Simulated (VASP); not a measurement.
# Ge3Pd (Pm-3m) in VASP: further runs

The runs below take Ge3Pd through single point, with r2SCAN.

Program: VASP 6.6.1. These are calculated values, not measurements. Logs are shortened: lines on timing, memory, paths and dates and some standing lists are left out, and cuts for length are marked.

## 1. The cell of the first run

The structure is cubic, space group Pm-3m (No. 221). The conventional cell has a = 4.057 Å, b = 4.057 Å, c = 4.057 Å, α = 90.00°, β = 90.00°, γ = 90.00°. Pd (site symmetry m-3m) has 12 Ge at 2.87 Å within 3.8 Å. Ge (site symmetry 4/mmm) has 4 Pd at 2.87 Å and 8 Ge at 2.87 Å within 3.8 Å.

## 2. Single point, r2SCAN

Input file POSCAR:

```
Ge3Pd
1.0
    4.0574681928      0.0000000000      0.0000000000
    0.0000000000      4.0574681928      0.0000000000
    0.0000000000      0.0000000000      4.0574681928
Pd Ge
1 3
Direct
    0.0000000000      0.0000000000      0.0000000000
    0.5000000000      0.5000000000      0.0000000000
    0.5000000000      0.0000000000      0.5000000000
    0.0000000000      0.5000000000      0.5000000000
```

Input file INCAR.step1:

```
SYSTEM = Ge3Pd
PREC = Accurate
ENCUT = 520
ISMEAR = -1
SIGMA = 0.05
LREAL = .FALSE.
LASPH = .TRUE.
NELM = 60
NBANDS = 34
GGA = PE
ALGO = Normal
EDIFF = 1E-4
LWAVE = .TRUE.
LCHARG = .FALSE.
```

Input file INCAR.step2:

```
SYSTEM = Ge3Pd
PREC = Accurate
ENCUT = 520
EDIFF = 1E-6
ISMEAR = -1
SIGMA = 0.05
LREAL = .FALSE.
LASPH = .TRUE.
NELM = 60
ALGO = Normal
ISIF = 2
LWAVE = .FALSE.
LCHARG = .TRUE.
METAGGA = R2SCAN
LMIXTAU = .TRUE.
LELF = .TRUE.
LVHAR = .TRUE.
NBANDS = 34
ISTART = 1
```

Input file KPOINTS:

```
Automatic mesh
0
G
  7 7 7
  0 0 0
```

Potentials or basis: VASP PAW PBE potentials, release 64 (Pd, Ge_d).

Launch:

```sh
$ cat potpaw_PBE.64/Pd/POTCAR potpaw_PBE.64/Ge_d/POTCAR > POTCAR
$ cp INCAR.step1 INCAR
$ mpirun -np 1 vasp_std > vasp.out
$ cp INCAR.step2 INCAR
$ mpirun -np 1 vasp_std > vasp.out
```

OUTCAR:

```text
SYSTEM = Ge3Pd
   PREC = Accurate
   ENCUT = 520
   EDIFF = 1E-6
   ISMEAR = -1
   LREAL = .FALSE.
   LASPH = .TRUE.
   NELM = 60
   ISIF = 2
   METAGGA = R2SCAN
   ISTART = 1

 ion  position               nearest neighbor table
   1  0.000  0.000  0.000-   2 2.87   3 2.87   4 2.87   3 2.87   4 2.87   2 2.87   4 2.87   4 2.87
                             2 2.87   3 2.87   3 2.87   2 2.87
   2  0.500  0.500  0.000-   1 2.87   3 2.87   4 2.87   3 2.87   4 2.87   1 2.87   3 2.87   3 2.87
                             1 2.87   4 2.87   4 2.87   1 2.87
   3  0.500  0.000  0.500-   1 2.87   2 2.87   4 2.87   1 2.87   2 2.87   2 2.87   4 2.87   2 2.87
                             1 2.87   4 2.87   1 2.87   4 2.87
   4  0.000  0.500  0.500-   1 2.87   2 2.87   3 2.87   1 2.87   2 2.87   1 2.87   3 2.87   1 2.87
                             2 2.87   3 2.87   2 2.87   3 2.87

  LATTYP: Found a simple cubic cell.
 ALAT       =     4.0574681928

  Lattice vectors:

 A1 = (   4.0574681928,   0.0000000000,   0.0000000000)
 A2 = (   0.0000000000,   4.0574681928,   0.0000000000)
 A3 = (   0.0000000000,   0.0000000000,   4.0574681928)

Analysis of symmetry for initial positions (statically):
=====================================================================
 Subroutine PRICEL returns:
 Original cell was already a primitive cell.

 Routine SETGRP: Setting up the symmetry group for a
 simple cubic supercell.

 Subroutine GETGRP returns: Found 48 space group operations
 (whereof 48 operations were pure point group operations)
 out of a pool of 48 trial point group operations.

The static configuration has the point symmetry O_h .

Analysis of symmetry for dynamics (positions and initial velocities):
=====================================================================
 Subroutine PRICEL returns:
 Original cell was already a primitive cell.

 Routine SETGRP: Setting up the symmetry group for a
 simple cubic supercell.

 Subroutine GETGRP returns: Found 48 space group operations
 (whereof 48 operations were pure point group operations)
 out of a pool of 48 trial point group operations.

The dynamic configuration has the point symmetry O_h .

 Subroutine INISYM returns: Found 48 space group operations
 (whereof 48 operations are pure point group operations),
 and found     1 'primitive' translations

----------------------------------------------------------------------------------------

                                     Primitive cell

  volume of cell :      66.7983

  direct lattice vectors                    reciprocal lattice vectors
     4.057468193  0.000000000  0.000000000     0.246459110  0.000000000  0.000000000
     0.000000000  4.057468193  0.000000000     0.000000000  0.246459110  0.000000000
     0.000000000  0.000000000  4.057468193     0.000000000  0.000000000  0.246459110

  length of vectors
     4.057468193  4.057468193  4.057468193     0.246459110  0.246459110  0.246459110

  position of ions in fractional coordinates (direct lattice)
     0.000000000  0.000000000  0.000000000
     0.500000000  0.500000000  0.000000000
     0.500000000  0.000000000  0.500000000
     0.000000000  0.500000000  0.500000000

  ion indices of the primitive-cell ions
   primitive index   ion index
                 1           1
                 2           2
                 3           3
                 4           4

----------------------------------------------------------------------------------------

 KPOINTS: Automatic mesh

Automatic generation of k-mesh.
 Grid dimensions read from file:
 generate k-points for:    7    7    7

 Generating k-lattice:

  Cartesian coordinates                     Fractional coordinates (reciprocal lattice)
     0.035208444  0.000000000  0.000000000     0.142857143  0.000000000  0.000000000
     0.000000000  0.035208444  0.000000000     0.000000000  0.142857143  0.000000000
     0.000000000  0.000000000  0.035208444     0.000000000  0.000000000  0.142857143

  Length of vectors
     0.035208444  0.035208444  0.035208444

  Shift w.r.t. Gamma in fractional coordinates (k-lattice)
     0.000000000  0.000000000  0.000000000

 Subroutine IBZKPT returns following result:
 ===========================================

 Found     20 irreducible k-points:

 Following reciprocal coordinates:
            Coordinates               Weight
  0.000000  0.000000  0.000000      1.000000
  0.142857  0.000000  0.000000      6.000000
  0.285714  0.000000  0.000000      6.000000
  0.428571  0.000000  0.000000      6.000000
  0.142857  0.142857  0.000000     12.000000
  0.285714  0.142857  0.000000     24.000000
[... 12 lines left out ...]
  0.428571  0.428571  0.285714     24.000000
  0.428571  0.428571  0.428571      8.000000
   k-points           NKPTS =     20   k-points in BZ     NKDIM =     20   number of bands    NBANDS=     34
   number of dos      NEDOS =    301   number of ions     NIONS =      4
   total plane-waves  NPLWV =  27000
[... 26 lines left out ...]
   NELECT =      52.0000    total number of electrons
   NUPDOWN=      -1.0000    fix difference up-down
   EMIN   =  10.00;   EMAX   =-10.00  energy-range for DOS
   EFERMI =   0.00;   METHOD = LEGACY
   ISMEAR =    -1;   SIGMA  =   0.05  broadening in eV -4-tet -1-fermi 0-gaus
   EFERMI_NEDOS =   21; number of points for ismear=-14 and -15
   IALGO  =     38    algorithm
   IMIX   =      4    mixing-type and parameters
     AMIX     =   0.40;   BMIX     =  1.00
     AMIX_MAG =   1.60;   BMIX_MAG =  1.00
  volume/ion in A,a.u.               =      16.70       112.69
  Fermi-wavevector in a.u.,A,eV,Ry     =   1.505986  2.845900 30.857913  2.267993
  Thomas-Fermi vector in A             =   2.616762
   LORBIT       =      0    0 simple, 1 ext, 2 COOP (PROOUT), +10 PAW based schemes
   METAGGA = R2SCAN    functional components
   LHFCALC =     F    Hartree Fock is set to
   AEXX    =    0.0000 exact exchange contribution
   IVDW    =     0    specifies the selected vdW correction
   LEPSILON=     F    determine dielectric tensor
   LRPA    =     F    only Hartree local field effects (RPA)
 non-spin polarized calculation
  energy-cutoff  :      520.00
  volume of cell :       66.80
 maximum number of plane-waves:      1817
 NGX is ok and might be reduce to    30
   NGX = 15   NGY = 15   NGZ = 15

 number of electron      51.9999891 magnetization

 Free energy of the ion-electron system (eV)
  ---------------------------------------------------
  ext. energy  EPLUGINS =         0.00000000
  ---------------------------------------------------
  free energy    TOTEN  =       -63.56458120 eV

  energy without entropy =      -63.55373379  energy(sigma->0) =      -63.55915750

 E-fermi :   8.2903     XC(G=0): -13.2084

 val. band max:        8.2856139147   @ k =   0.4286   0.4286   0.1429
 cond. band min:       8.4020498301   @ k =   0.4286   0.4286   0.1429
 fundamental gap:      0.1164359154
 Fermi energy:         8.2902876753

 k-point     1 :       0.0000    0.0000    0.0000
  band No.  band energies     occupation
      1     -17.3609      2.00000
      2     -17.3609      2.00000
      3     -17.3609      2.00000
      4     -17.3457      2.00000
      5     -17.2848      2.00000
      6     -17.2848      2.00000
[... 26 lines left out ...]
     33      14.4545      0.00000
     34      17.7572      0.00000

 k-point     2 :       0.1429    0.0000    0.0000
  band No.  band energies     occupation
      1     -17.3592      2.00000
      2     -17.3508      2.00000
      3     -17.3508      2.00000
      4     -17.3387      2.00000
      5     -17.2837      2.00000
      6     -17.2788      2.00000
[... 26 lines left out ...]
     33      13.8103      0.00000
     34      17.7422      0.00000

 k-point     3 :       0.2857    0.0000    0.0000
  band No.  band energies     occupation
      1     -17.3552      2.00000
      2     -17.3225      2.00000
      3     -17.3225      2.00000
      4     -17.3205      2.00000
      5     -17.2808      2.00000
      6     -17.2627      2.00000
[... 26 lines left out ...]
     33      13.8694      0.00000
     34      17.7060      0.00000
[... 556 lines left out ...]
 k-point    19 :       0.4286    0.4286    0.2857
  band No.  band energies     occupation
      1     -17.3106      2.00000
      2     -17.3002      2.00000
      3     -17.2982      2.00000
      4     -17.2929      2.00000
      5     -17.2881      2.00000
      6     -17.2809      2.00000
[... 26 lines left out ...]
     33      16.5578      0.00000
     34      19.4570      0.00000

 k-point    20 :       0.4286    0.4286    0.4286
  band No.  band energies     occupation
      1     -17.3117      2.00000
      2     -17.3046      2.00000
      3     -17.3046      2.00000
      4     -17.2966      2.00000
      5     -17.2938      2.00000
      6     -17.2938      2.00000
[... 26 lines left out ...]
     33      16.5807      0.00000
     34      20.9566      0.00000

------------------------ aborting loop because EDIFF is reached ----------------------------------------

  FORCE on cell =-STRESS in cart. coord.  units (eV):
  Direction    XX          YY          ZZ          XY          YZ          ZX
  --------------------------------------------------------------------------------------
  -------------------------------------------------------------------------------------
  Total        1.3531033      1.3531033      1.3531033      0.0000000     -0.0000000      0.0000000
  in kB       32.4545924     32.4545924     32.4545924      0.0000000     -0.0000000      0.0000000
  external PRESSURE =      32.4545924 kB  Pullay stress =       0.0000000 kB

 VOLUME and BASIS-vectors are now :
 -----------------------------------------------------------------------------
  energy-cutoff  :      520.00
  volume of cell :       66.80
      direct lattice vectors                 reciprocal lattice vectors
     4.057468193  0.000000000  0.000000000     0.246459110  0.000000000  0.000000000
     0.000000000  4.057468193  0.000000000     0.000000000  0.246459110  0.000000000
     0.000000000  0.000000000  4.057468193     0.000000000  0.000000000  0.246459110

 POSITION                                       TOTAL-FORCE (eV/Angst)
 -----------------------------------------------------------------------------------
      0.00000      0.00000      0.00000         0.000000      0.000000      0.000000
      2.02873      2.02873      0.00000         0.000000      0.000000      0.000000
      2.02873      0.00000      2.02873         0.000000      0.000000      0.000000
      0.00000      2.02873      2.02873         0.000000      0.000000      0.000000
 -----------------------------------------------------------------------------------
    total drift:                                0.000000      0.000000     -0.000000

  FREE ENERGIE OF THE ION-ELECTRON SYSTEM (eV)
  ---------------------------------------------------
  free  energy   TOTEN  =       -63.5645812018 eV

  energy  without entropy=      -63.5537337932  energy(sigma->0) =      -63.55915750
```

Wall time 4.9 min (1 thread of AMD EPYC 7R13, shared host); peak memory 0.16 GiB.

Results:

- Free energy: -63.5646 eV
- Pressure: 3.2 GPa
- Band gap on the k mesh: zero (band 26 reaches 8.56 eV, above the bottom of band 27 at 6.72 eV)

Caveat: the PAW data sets were made with another functional, which shifts forces and pressure a little.

## 3. Single point, r2SCAN

This run uses another cell than the first one, of 17.05 Å³/atom, 1.021 times its volume.

Input file POSCAR:

```
Ge3Pd
1.0
    4.0860428539      0.0000000000      0.0000000000
    0.0000000000      4.0860428539      0.0000000000
    0.0000000000      0.0000000000      4.0860428539
Pd Ge
1 3
Direct
    0.0000000000      0.0000000000      0.0000000000
    0.5000000000      0.5000000000      0.0000000000
    0.5000000000      0.0000000000      0.5000000000
    0.0000000000      0.5000000000      0.5000000000
```

Input file INCAR.step1:

```
SYSTEM = Ge3Pd
PREC = Accurate
ENCUT = 520
ISMEAR = -1
SIGMA = 0.05
LREAL = .False.
LASPH = .True.
NELM = 100
NBANDS = 34
GGA = PE
ALGO = Normal
EDIFF = 1E-4
LWAVE = .True.
LCHARG = .False.
```

Input file INCAR.step2:

```
SYSTEM = Ge3Pd
PREC = Accurate
ENCUT = 520
EDIFF = 1E-7
ISMEAR = -1
SIGMA = 0.05
LREAL = .False.
LASPH = .True.
NELM = 100
ALGO = Normal
ISIF = 2
LWAVE = .False.
LCHARG = .False.
METAGGA = R2SCAN
LMIXTAU = .True.
NBANDS = 34
ISTART = 1
```

Input file KPOINTS:

```
Automatic mesh
0
Gamma
  7 7 7
  0 0 0
```

Potentials or basis: VASP PAW PBE potentials, release 64 (Pd, Ge_d).

Launch:

```sh
$ cat potpaw_PBE.64/Pd/POTCAR potpaw_PBE.64/Ge_d/POTCAR > POTCAR
$ cp INCAR.step1 INCAR
$ mpirun -np 1 vasp_std > vasp.out
$ cp INCAR.step2 INCAR
$ mpirun -np 1 vasp_std > vasp.out
```

Run time: 4.6 min. Hardware: 1 thread of AMD EPYC 7R13, shared host; peak memory 0.16 GiB.

Results (log left out):

| Item | Value |
| --- | --- |
| Free energy | -63.5835 eV |
| Pressure | 0.9 GPa |
| Band gap on the k mesh | zero (band 26 reaches 8.23 eV, above the bottom of band 27 at 6.46 eV) |

Levels at points of the mesh, in eV from the Fermi level:
```
           k point  band 24  band 25  band 26  band 27  band 28  band 29
(0.00, 0.00, 0.00)    -2.98    -1.60    -1.60     1.06     3.10     3.10
```

Caveat: the PAW data sets were made with another functional, which shifts forces and pressure a little.

## 4. Single point, r2SCAN

This run uses another cell than the first one, of 17.41 Å³/atom, 1.043 times its volume.

Input file POSCAR:

```
Ge3Pd
1.0
    4.1142233503      0.0000000000      0.0000000000
    0.0000000000      4.1142233503      0.0000000000
    0.0000000000      0.0000000000      4.1142233503
Pd Ge
1 3
Direct
    0.0000000000      0.0000000000      0.0000000000
    0.5000000000      0.5000000000      0.0000000000
    0.5000000000      0.0000000000      0.5000000000
    0.0000000000      0.5000000000      0.5000000000
```

Input file INCAR.step1:

```
  ALGO = Normal
  EDIFF = 1E-4
  ENCUT = 520
  GGA = PE
  ISMEAR = -1
  LASPH = T
  LCHARG = F
  LREAL = F
  LWAVE = T
  NBANDS = 34
  NELM = 60
  PREC = Accurate
  SIGMA = 0.05
```

Input file INCAR.step2:

```
  ALGO = Normal
  EDIFF = 1E-6
  ENCUT = 520
  ISIF = 2
  ISMEAR = -1
  ISTART = 1
  LASPH = T
  LCHARG = F
  LMIXTAU = T
  LREAL = F
  LWAVE = F
  METAGGA = R2SCAN
  NBANDS = 34
  NELM = 60
  PREC = Accurate
  SIGMA = 0.05
```

Input file KPOINTS:

```
k-points
0
Gamma
  7 7 7
```

Launch:

```sh
$ cat potpaw_PBE.64/Pd/POTCAR potpaw_PBE.64/Ge_d/POTCAR > POTCAR
$ cp INCAR.step1 INCAR
$ mpirun -np 1 vasp_std > vasp.out
$ cp INCAR.step2 INCAR
$ mpirun -np 1 vasp_std > vasp.out
```

Wall time 4.8 min (1 thread of AMD EPYC 7R13, shared host); peak memory 0.18 GiB.

Results (log left out):

* Free energy: -63.5828 eV
* Pressure: -1.1 GPa
* Band gap on the k mesh: zero (band 26 reaches 7.93 eV, above the bottom of band 27 at 6.21 eV)

Levels at points of the mesh, in eV from the Fermi level:
```tsv
k point	band 23	band 24	band 25	band 26	band 27	band 28	band 29	band 30
(0.00, 0.00, 0.00)	-2.88	-2.88	-1.61	-1.61	1.11	3.07	3.07	3.07
```

Caveat: the PAW data sets were made with another functional, which shifts forces and pressure a little.

## 5. Single point, r2SCAN

This run uses another cell than the first one, of 17.77 Å³/atom, 1.064 times its volume.

Input file POSCAR:

```
Ge3Pd
1.0
    4.1420230000      0.0000000000      0.0000000000
    0.0000000000      4.1420230000      0.0000000000
    0.0000000000      0.0000000000      4.1420230000
Pd Ge
1 3
Direct
    0.0000000000      0.0000000000      0.0000000000
    0.5000000000      0.5000000000      0.0000000000
    0.5000000000      0.0000000000      0.5000000000
    0.0000000000      0.5000000000      0.5000000000
```

Input file INCAR.step1:

```
SYSTEM = Ge3Pd
PREC = Accurate
ENCUT = 520
ISMEAR = -1
SIGMA = 0.05
LREAL = .False.
LASPH = .True.
NELM = 100
NBANDS = 34
GGA = PE
ALGO = Normal
EDIFF = 1E-4
LWAVE = .True.
LCHARG = .False.
```

Input file INCAR.step2:

```
SYSTEM = Ge3Pd
PREC = Accurate
ENCUT = 520
EDIFF = 1E-7
ISMEAR = -1
SIGMA = 0.05
LREAL = .False.
LASPH = .True.
NELM = 100
ALGO = Normal
ISIF = 2
LWAVE = .False.
LCHARG = .False.
METAGGA = R2SCAN
LMIXTAU = .True.
NBANDS = 34
ISTART = 1
```

Input file KPOINTS:

```
regular mesh
0
Gamma
  7 7 7
  0 0 0
```

Launch:

```sh
$ cat potpaw_PBE.64/Pd/POTCAR potpaw_PBE.64/Ge_d/POTCAR > POTCAR
$ cp INCAR.step1 INCAR
$ mpirun -np 1 vasp_std > vasp.out
$ cp INCAR.step2 INCAR
$ mpirun -np 1 vasp_std > vasp.out
```

It took 4.6 min on 1 thread of AMD EPYC 7R13, shared host; peak memory 0.17 GiB.

The run converged. Its results:

* Free energy: -63.5650 eV
* Pressure: -2.9 GPa
* Band gap on the k mesh: zero (band 26 reaches 7.63 eV, above the bottom of band 27 at 5.98 eV)

Levels at points of the mesh, in eV from the Fermi level:
```
           k point  band 22  band 23  band 24  band 25  band 26  band 27  band 28  band 29  band 30  band 31
(0.00, 0.00, 0.00)    -2.79    -2.79    -2.79    -1.62    -1.62     1.15     3.05     3.05     3.05     5.93
```

Caveat: the PAW data sets were made with another functional, which shifts forces and pressure a little.

## 6. Single point, r2SCAN

This run uses another cell than the first one, of 18.12 Å³/atom, 1.085 times its volume.

Input file POSCAR:

```
Ge3Pd
1.0
    4.1694544153      0.0000000000      0.0000000000
    0.0000000000      4.1694544153      0.0000000000
    0.0000000000      0.0000000000      4.1694544153
Pd Ge
1 3
Direct
    0.0000000000      0.0000000000      0.0000000000
    0.5000000000      0.5000000000      0.0000000000
    0.5000000000      0.0000000000      0.5000000000
    0.0000000000      0.5000000000      0.5000000000
```

Input file INCAR.step1:

```
ALGO = Normal ; EDIFF = 1E-4
ENCUT = 520 ; GGA = PE
ISMEAR = -1 ; LASPH = T
LCHARG = F ; LREAL = F
LWAVE = T ; NBANDS = 34
NELM = 60 ; PREC = Accurate
SIGMA = 0.05
```

Input file INCAR.step2:

```
ALGO = Normal ; EDIFF = 1E-6
ENCUT = 520 ; ISIF = 2
ISMEAR = -1 ; ISTART = 1
LASPH = T ; LCHARG = F
LMIXTAU = T ; LREAL = F
LWAVE = F ; METAGGA = R2SCAN
NBANDS = 34 ; NELM = 60
PREC = Accurate ; SIGMA = 0.05
```

Input file KPOINTS:

```
k-points
0
Gamma
  7 7 7
```

Potentials or basis: VASP PAW PBE potentials, release 64 (Pd, Ge_d).

Launch:

```sh
$ cat potpaw_PBE.64/Pd/POTCAR potpaw_PBE.64/Ge_d/POTCAR > POTCAR
$ cp INCAR.step1 INCAR
$ mpirun -np 1 vasp_std > vasp.out
$ cp INCAR.step2 INCAR
$ mpirun -np 1 vasp_std > vasp.out
```

Run time: 4.8 min. Hardware: 1 thread of AMD EPYC 7R13, shared host; peak memory 0.17 GiB.

It converged, with:

- Free energy: -63.5325 eV
- Pressure: -4.5 GPa
- Band gap on the k mesh: zero (band 26 reaches 7.35 eV, above the bottom of band 27 at 5.75 eV)

Levels at points of the mesh, in eV from the Fermi level:
| k point | band 23 | band 24 | band 25 | band 26 | band 27 | band 28 | band 29 | band 30 |
| --- | --- | --- | --- | --- | --- | --- | --- | --- |
| (0.00, 0.00, 0.00) | -2.70 | -2.70 | -1.62 | -1.62 | 1.18 | 3.02 | 3.02 | 3.02 |

Caveat: the PAW data sets were made with another functional, which shifts forces and pressure a little.

## 7. The runs side by side

```tsv
cell	gap on the mesh (eV)	pressure (GPa)
a = 4.057 Å, 4 atoms	none	3.2
a = 4.086 Å, 4 atoms	none	0.9
a = 4.114 Å, 4 atoms	none	-1.1
a = 4.142 Å, 4 atoms	none	-2.9
a = 4.169 Å, 4 atoms	none	-4.5
```

Alike in all rows: task single point; level r2SCAN; potentials or basis VASP PAW PBE potentials, release 64 (Pd, Ge_d); no spin polarisation; k mesh 7 × 7 × 7; cutoff (eV) 520; smearing fermi-dirac 0.05 eV.

Caveats: the PAW data sets were made with another functional, which shifts forces and pressure a little.

Total energies depend on the potentials used, so only differences within one code and one set of settings carry meaning.
